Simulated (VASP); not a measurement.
RbTi6:

```
CELL_PARAMETERS angstrom
5.00148 0.00000 0.00000
0.00000 5.00148 0.00000
0.00000 0.00000 5.00148
ATOMIC_POSITIONS crystal
Rb 0.00000 0.00000 0.00000
Ti 0.50000 0.50000 0.20700
Ti 0.50000 0.50000 0.79300
Ti 0.20700 0.50000 0.50000
Ti 0.79300 0.50000 0.50000
Ti 0.50000 0.20700 0.50000
Ti 0.50000 0.79300 0.50000
```

The cell was built from a structure type or drawn by symmetry, and may not be a known phase.

```yaml
Program: VASP 6.6.1
Task: relaxation of cell and atoms
Functional: PBE
Potentials_or_basis: VASP PAW PBE potentials, release 64 (Rb_sv, Ti_sv)
Cutoff: 500 eV
k_mesh: 4 × 4 × 4
Occupations: gaussian, width 0.1 eV
Spin: no spin polarisation
```

At the start: pressure 60.4 GPa; volume 17.87 Å³/atom.

**Question.** Where does the relaxation end?

**Answer.** Over 21 steps the energy falls by 2087.1 meV/atom and the volume is 39.38 Å³/atom (+120.3 %); space group Pm-3m (No. 221, to 0.1 Å) before and after.

The path:
| step | energy change (eV) | largest force (eV/Å) | pressure (GPa) | volume (Å³) |
| --- | --- | --- | --- | --- |
| 1 | 0.0000 | 9.0927 | 60.40 | 125.11 |
| 2 | -1.3344 | 24.5014 | 17.22 | 291.08 |
| 3 | -11.3973 | 5.3507 | 11.28 | 186.30 |
| 4 | -12.8033 | 1.5850 | -4.06 | 271.97 |
| 5 | -13.1774 | 0.6142 | -1.44 | 225.43 |
| 6 | -13.1792 | 0.6100 | -1.33 | 224.48 |
| 7 | -13.1807 | 0.6181 | -0.98 | 221.59 |
| 8 | -13.1810 | 0.6133 | -1.08 | 222.34 |
| 9 | -13.2744 | 0.5780 | 0.08 | 214.38 |
| 10 | -13.2991 | 0.5219 | 1.35 | 207.62 |
| 11 | -13.4173 | 0.6687 | 1.80 | 208.49 |
| 12 | -13.8120 | 0.2361 | 4.05 | 211.11 |
| 13 | -11.7461 | 5.1751 | 13.17 | 216.41 |
| 14 | -13.8609 | 0.0196 | 4.52 | 211.47 |
| 15 | -13.9187 | 0.1067 | 4.52 | 213.62 |
| 16 | -14.0426 | 0.5468 | 4.61 | 220.14 |
| 17 | -14.0409 | 1.5892 | 5.15 | 233.58 |
| 18 | -14.0813 | 1.1030 | 4.86 | 227.29 |
| 19 | -14.2678 | 0.8713 | 3.71 | 235.95 |
| 20 | -14.5774 | 0.2616 | 1.00 | 263.23 |
| 21 | -14.6098 | 0.0265 | 0.06 | 275.65 |

Final structure:
```
CELL_PARAMETERS angstrom
6.50809 0.00000 0.00000
0.00000 6.50809 0.00000
0.00000 0.00000 6.50809
ATOMIC_POSITIONS crystal
Rb 0.00000 0.00000 0.00000
Ti 0.50000 0.50000 0.21900
Ti 0.50000 0.50000 0.78100
Ti 0.21900 0.50000 0.50000
Ti 0.78100 0.50000 0.50000
Ti 0.50000 0.21900 0.50000
Ti 0.50000 0.78100 0.50000
```

Caveat: the volume moved by over 15 % at a fixed basis, so the end points are rough.
